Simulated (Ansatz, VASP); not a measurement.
# Two plane-wave programs on SiCl3

```xyz
8
Lattice="7.2090 0.0000 0.0000 -3.6045 6.2432 0.0000 0.0000 0.0000 7.2106" Properties=species:S:1:pos:R:3 pbc="T T T"
Si    0.0000    4.1621    1.8026
Si    3.6045    2.0811    5.4079
Cl   -1.1640    2.3796    1.8026
Cl    4.5663    0.1818    5.4079
Cl    2.1257    4.0454    1.8026
Cl    4.7685    3.8636    5.4079
Cl   -0.9618    6.0614    1.8026
Cl    1.4788    2.1978    5.4079
```

Alike in both runs: functional PBE; k mesh 6 × 6 × 6; occupations gaussian, width 0.1 eV; no spin polarisation.

Ansatz relaxed the structure, and its values are those at the end. VASP's run is a single point on that final structure, the one shown.

|  | VASP | Ansatz |
| --- | --- | --- |
| version | VASP 6.6.1 | Ansatz 0.2.0 |
| potentials or method | VASP PAW PBE potentials, release 64 (Si, Cl), cutoff 520 eV | scalar-relativistic, plane waves, PAW |
| valence electrons in the cell | 50 | 50 |

```tsv
	VASP	Ansatz	Ansatz less VASP
gap on the k mesh at the Fermi level (eV)	none	none	-
pressure (GPa)	-0.1	0.0	+0.07
rms of the force components (eV/Å)	0.010	0.002	-0.0082
```

A gap of «none» marks a metal or a gap that the smearing closes. With one functional, cell and mesh, what is left measures potentials, basis and numerics.
